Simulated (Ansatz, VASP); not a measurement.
## Two plane-wave programs on WCl

```
W Cl
1.0
     1.39123   -2.67599    0.00000
     1.39123    2.67599    0.00000
     0.00000    0.00000    4.52125
W Cl
1 1
Direct
  0.50000 0.50000 0.50000
  0.00000 0.00000 0.00000
```

Change from the starting cell: species swapped into the TaW type (Cmmm, No. 65).

Alike in both runs: functional PBE; k mesh 7 × 7 × 4; occupations gaussian, width 0.2 eV; no spin polarisation.

Ansatz relaxed the structure, and its values are those at the end. VASP's run is a single point on that final structure, the one shown.

|  | VASP | Ansatz |
| --- | --- | --- |
| version | VASP 6.6.1 | Ansatz 0.2.0 |
| potentials or method | VASP PAW PBE potentials, release 64 (W_sv, Cl), cutoff 500 eV | scalar-relativistic, plane waves, PAW |
| valence electrons in the cell | 21 | 21 |

```csv
,VASP,Ansatz,Ansatz less VASP
gap on the k mesh at the Fermi level (eV),none,none,-
pressure (GPa),0.1,-0.1,-0.15
```

A gap of «none» marks a metal or a gap that the smearing closes.

The k mesh is coarse, so the values compare programs but aren't converged. Neither program's run includes spin-orbit coupling.
